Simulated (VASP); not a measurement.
Set up this calculation in VASP 6.6.1, as the native input.

| Property | Result |
| --- | --- |
| Task | single point |
| Functional | PBE |
| Potentials or basis | VASP PAW PBE potentials, release 64 (Bi_d, F) |
| Cutoff | 520 eV |
| k mesh | 1 × 1 × 1 |
| Occupations | gaussian, width 0.01 eV |
| Spin | non-collinear spin, zero start, spin-orbit coupling |
| Starting moments | [[0.0, 0.0, 0.0], [0.0, 0.0, 0.0], [0.0, 0.0, 0.0], [0.0, 0.0, 0.0]] μB |
| Dipole correction | no |
| Further INCAR settings | ALGO = Normal; EDIFF = 1e-06; NBANDS = 50 |

The structure of BiF3 (Bi(F)3) lies in POSCAR:

```
BiF3
1.0
   11.6100000000      0.0000000000      0.0000000000
    0.0000000000     12.0200000000      0.0000000000
    0.0000000000      0.0000000000     10.0300000000
Bi F
1 3
Direct
    0.4625925900      0.4998419300      0.5511764700
    0.6125839800      0.4998419300      0.4486540400
    0.3875969000      0.6253078200      0.4486540400
    0.3875969000      0.3743760400      0.4486540400
```

The input as run:

INCAR

```
SYSTEM = BiF3
PREC = Accurate
ENCUT = 520
EDIFF = 1E-6
ISMEAR = 0
SIGMA = 0.01
LREAL = .False.
LASPH = .True.
NELM = 150
ALGO = Normal
ISIF = 2
LWAVE = .False.
LCHARG = .False.
MAGMOM = 0 0 0 0 0 0 0 0 0 0 0 0
LORBIT = 11
LSORBIT = .True.
GGA_COMPAT = .False.
LORBMOM = .True.
GGA = PE
NBANDS = 50
```

KPOINTS

```
regular mesh
0
Gamma
  1 1 1
  0 0 0
```

Potentials or basis: VASP PAW PBE potentials, release 64 (Bi_d, F).

Run with:

```sh
$ cat potpaw_PBE.64/Bi_d/POTCAR potpaw_PBE.64/F/POTCAR > POTCAR
$ mpirun -np 1 vasp_ncl > vasp.out
```

Results of the run:

- Largest force: 0.245 eV/Å
- Net moment: 0.00 μB per cell
- Valence electrons inside the program's atomic spheres: Bi 12.64; F 6.04

Run time: 20 min on 1 thread of Oxide Virtual Turin-like Processor, on a shared host, peak memory 3.2 GiB.
